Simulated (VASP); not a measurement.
# Be in VASP: notebook

Runs on Be. Level: PBE. Tasks: single point, relaxation of cell and atoms.

Program: VASP 6.6.1. These are calculated values, not measurements. Logs are shortened: lines on timing, memory, paths and dates and some standing lists are left out, and cuts for length are marked.

## (1) The cell of the first run

The structure is tetragonal, space group P4/mmm (No. 123). The conventional cell has a = 2.021 Å, b = 2.021 Å, c = 2.662 Å, α = 90.00°, β = 90.00°, γ = 90.00°. Be (site symmetry 4/mmm) has 6 Be at 2.02 to 2.66 Å within 2.7 Å.

## (2) Single point, PBE

Contents of INCAR:

```
SYSTEM = Be
PREC = Accurate
ENCUT = 520
EDIFF = 1E-7
ISMEAR = 0
SIGMA = 0.2
LREAL = .FALSE.
LASPH = .TRUE.
NELM = 100
ALGO = Normal
ISIF = 2
LWAVE = .FALSE.
LCHARG = .TRUE.
GGA = PE
LELF = .TRUE.
LVHAR = .TRUE.
NBANDS = 12
```

Contents of KPOINTS:

```
regular mesh
0
G
  8 6 6
  0 0 0
```

Contents of POSCAR:

```
Be
1.0
    0.0000000000      0.0000000000      2.6616410516
    4.0416142512      0.0000000000      0.0000000000
    0.0000000000      4.0416142512      0.0000000000
Be
4
Direct
    0.5000000000      0.0000000000      0.0000000000
    0.5000000000      0.0000000000      0.5000000000
    0.5000000000      0.5000000000      0.0000000000
    0.5000000000      0.5000000000      0.5000000000
```

Potentials or basis: VASP PAW PBE potentials, release 64 (Be).

Started as:

```console
$ cat potpaw_PBE.64/Be/POTCAR > POTCAR
$ mpirun -np 1 vasp_std > vasp.out
```

OUTCAR:

```text
SYSTEM = Be
   PREC = Accurate
   ENCUT = 520
   EDIFF = 1E-7
   ISMEAR = 0
   LREAL = .FALSE.
   LASPH = .TRUE.
   NELM = 100
   ISIF = 2
   GGA = PE

 ion  position               nearest neighbor table
   1  0.500  0.000  0.000-   2 2.02   3 2.02   2 2.02   3 2.02
   2  0.500  0.000  0.500-   1 2.02   4 2.02   1 2.02   4 2.02
   3  0.500  0.500  0.000-   1 2.02   4 2.02   4 2.02   1 2.02
   4  0.500  0.500  0.500-   2 2.02   3 2.02   3 2.02   2 2.02

  LATTYP: Found a simple tetragonal cell.
 ALAT       =     4.0416142512
 C/A-ratio  =     0.6585589040

  Lattice vectors:

 A1 = (   4.0416142512,   0.0000000000,   0.0000000000)
 A2 = (   0.0000000000,   4.0416142512,   0.0000000000)
 A3 = (   0.0000000000,   0.0000000000,   2.6616410516)

Analysis of symmetry for initial positions (statically):
=====================================================================
 Subroutine PRICEL returns following result:

  LATTYP: Found a simple tetragonal cell.
 ALAT       =     2.0208071256
 C/A-ratio  =     1.3171178080

  Lattice vectors:

 A1 = (   2.0208071256,   0.0000000000,   0.0000000000)
 A2 = (   0.0000000000,   2.0208071256,   0.0000000000)
 A3 = (   0.0000000000,   0.0000000000,   2.6616410516)

   4 primitive cells build up your supercell.

 Routine SETGRP: Setting up the symmetry group for a
 simple tetragonal supercell.

 Subroutine GETGRP returns: Found 16 space group operations
 (whereof 16 operations were pure point group operations)
 out of a pool of 16 trial point group operations.

The static configuration has the point symmetry D_4h.

Analysis of symmetry for dynamics (positions and initial velocities):
=====================================================================
 Subroutine PRICEL returns following result:

  LATTYP: Found a simple tetragonal cell.
 ALAT       =     2.0208071256
 C/A-ratio  =     1.3171178080

  Lattice vectors:

 A1 = (   2.0208071256,   0.0000000000,   0.0000000000)
 A2 = (   0.0000000000,   2.0208071256,   0.0000000000)
 A3 = (   0.0000000000,   0.0000000000,   2.6616410516)

   4 primitive cells build up your supercell.

 Routine SETGRP: Setting up the symmetry group for a
 simple tetragonal supercell.

 Subroutine GETGRP returns: Found 16 space group operations
 (whereof 16 operations were pure point group operations)
 out of a pool of 16 trial point group operations.
[... 107 lines left out ...]
   POTIM  = 0.5000    time-step for ionic-motion
   TEBEG  =    0.0;   TEEND  =   0.0 temperature during run
   PSTRESS=    0.0 pullay stress
   NELECT =       8.0000    total number of electrons
   NUPDOWN=      -1.0000    fix difference up-down
   EMIN   =  10.00;   EMAX   =-10.00  energy-range for DOS
   EFERMI =   0.00;   METHOD = LEGACY
   ISMEAR =     0;   SIGMA  =   0.20  broadening in eV -4-tet -1-fermi 0-gaus
   EFERMI_NEDOS =   21; number of points for ismear=-14 and -15
   IALGO  =     38    algorithm
   IMIX   =      4    mixing-type and parameters
     AMIX     =   0.40;   BMIX     =  1.00
     AMIX_MAG =   1.60;   BMIX_MAG =  1.00
  volume/ion in A,a.u.               =      10.87        73.35
  Fermi-wavevector in a.u.,A,eV,Ry     =   0.931147  1.759613 11.796733  0.867035
  Thomas-Fermi vector in A             =   2.057610
   LORBIT       =      0    0 simple, 1 ext, 2 COOP (PROOUT), +10 PAW based schemes
   GGA     = PE    functional components
   LHFCALC =     F    Hartree Fock is set to
   AEXX    =    0.0000 exact exchange contribution
   IVDW    =     0    specifies the selected vdW correction
   LEPSILON=     F    determine dielectric tensor
   LRPA    =     F    only Hartree local field effects (RPA)
 non-spin polarized calculation
 Gauss-broadening in eV      SIGMA  =   0.20
  energy-cutoff  :      520.00
  volume of cell :       43.48
 maximum number of plane-waves:      1194
 NGX is ok and might be reduce to    20
   NGX =  9   NGY = 15   NGZ = 15

 number of electron       8.0000000 magnetization

 Free energy of the ion-electron system (eV)
  ---------------------------------------------------
  ext. energy  EPLUGINS =         0.00000000
  ---------------------------------------------------
  free energy    TOTEN  =       -11.35777797 eV

  energy without entropy =      -11.34188196  energy(sigma->0) =      -11.34982996

 E-fermi :   4.1503     XC(G=0):  -9.4708

 val. band max:        4.1358866359   @ k =   0.5000   0.3333   0.3333
 cond. band min:       4.1748674672   @ k =   0.5000   0.5000   0.1667
 fundamental gap:      0.0389808313
 Fermi energy:         4.1502955290

 k-point     1 :       0.0000    0.0000    0.0000
  band No.  band energies     occupation
      1      -4.9795      2.00000
      2       0.3292      2.00000
      3       0.3292      2.00000
      4       4.5501      0.00470
      5       4.5501      0.00470
      6       6.7423      0.00000
      7       6.7423      0.00000
      8       9.9753      0.00000
      9      12.8948      0.00000
     10      15.1749      0.00000
     11      15.7085      0.00000
     12      15.7085      0.00000
[... 331 lines left out ...]
 k-point    24 :       0.3750    0.1667    0.1667
  band No.  band energies     occupation
      1      -2.1600      2.00000
      2       1.7654      2.00000
      3       1.7654      2.00000
      4       2.1567      2.00000
      5       6.0113      0.00000
      6       6.0113      0.00000
      7       6.3313      0.00000
      8       8.7312      0.00000
      9      10.2900      0.00000
     10      10.2900      0.00000
     11      11.5810      0.00000
     12      14.0626      0.00000

 [... further k-points ...]

------------------------ aborting loop because EDIFF is reached ----------------------------------------

  FORCE on cell =-STRESS in cart. coord.  units (eV):
  Direction    XX          YY          ZZ          XY          YZ          ZX
  --------------------------------------------------------------------------------------
  -------------------------------------------------------------------------------------
  Total        0.1216234      0.1216234     -0.3122343      0.0000000      0.0000000      0.0000000
  in kB        4.4819649      4.4819649    -11.5062002      0.0000000      0.0000000      0.0000000
  external PRESSURE =      -0.8474235 kB  Pullay stress =       0.0000000 kB

 VOLUME and BASIS-vectors are now :
 -----------------------------------------------------------------------------
  energy-cutoff  :      520.00
  volume of cell :       43.48
      direct lattice vectors                 reciprocal lattice vectors
     0.000000000  0.000000000  2.661641052     0.000000000  0.000000000  0.375708062
     4.041614251  0.000000000  0.000000000     0.247425889  0.000000000  0.000000000
     0.000000000  4.041614251  0.000000000     0.000000000  0.247425889  0.000000000

 POSITION                                       TOTAL-FORCE (eV/Angst)
 -----------------------------------------------------------------------------------
      0.00000      0.00000      1.33082        -0.000000     -0.000000     -0.000000
      0.00000      2.02081      1.33082        -0.000000      0.000000      0.000000
      2.02081      0.00000      1.33082         0.000000     -0.000000     -0.000000
      2.02081      2.02081      1.33082         0.000000      0.000000      0.000000
 -----------------------------------------------------------------------------------
    total drift:                               -0.000000     -0.000000      0.000000

  FREE ENERGIE OF THE ION-ELECTRON SYSTEM (eV)
  ---------------------------------------------------
  free  energy   TOTEN  =       -11.3577779705 eV

  energy  without entropy=      -11.3418819590  energy(sigma->0) =      -11.34982996
```

OSZICAR:

```text
N       E                     dE             d eps       ncg     rms          rms(c)
DAV:   1     0.224049626639E+01    0.22405E+01   -0.31006E+03  1200   0.537E+02
DAV:   2    -0.112802205388E+02   -0.13521E+02   -0.12717E+02  1644   0.831E+01
DAV:   3    -0.117496723580E+02   -0.46945E+00   -0.46590E+00  1572   0.112E+01
DAV:   4    -0.117518890254E+02   -0.22167E-02   -0.22162E-02  1388   0.846E-01
DAV:   5    -0.117518952212E+02   -0.61959E-05   -0.61956E-05  1452   0.499E-02    0.286E+00
DAV:   6    -0.114710283403E+02    0.28087E+00   -0.12520E-01  1300   0.167E+00    0.164E+00
DAV:   7    -0.113576815934E+02    0.11335E+00   -0.19321E-01  1268   0.185E+00    0.989E-02
DAV:   8    -0.113577930371E+02   -0.11144E-03   -0.24405E-03  1396   0.277E-01    0.300E-02
DAV:   9    -0.113577767708E+02    0.16266E-04   -0.23075E-05  1360   0.262E-02    0.549E-03
DAV:  10    -0.113577774939E+02   -0.72312E-06   -0.42886E-07  1432   0.415E-03    0.213E-03
DAV:  11    -0.113577779704E+02   -0.47653E-06   -0.38552E-08   796   0.120E-03    0.239E-04
DAV:  12    -0.113577779705E+02   -0.81528E-10   -0.16210E-09   764   0.279E-04
   1 F= -.11357778E+02 E0= -.11349830E+02  d E =-.158960E-01
```

Run time: 11 s. Hardware: 1 thread of AMD EPYC 9R45 (Zen 5), shared host; peak memory 0.12 GiB.

What came out:

```yaml
Free_energy: -11.3578 eV
Pressure: -0.1 GPa
Band_gap_on_the_k_mesh: zero (band 4 reaches 5.08 eV, above the bottom of band 5 at 3.12 eV)
```

Stress tensor (GPa, compression positive):
```
 0.45  0.00  0.00
 0.00  0.45  0.00
 0.00  0.00 -1.15
```

[end of part 1 of 2]
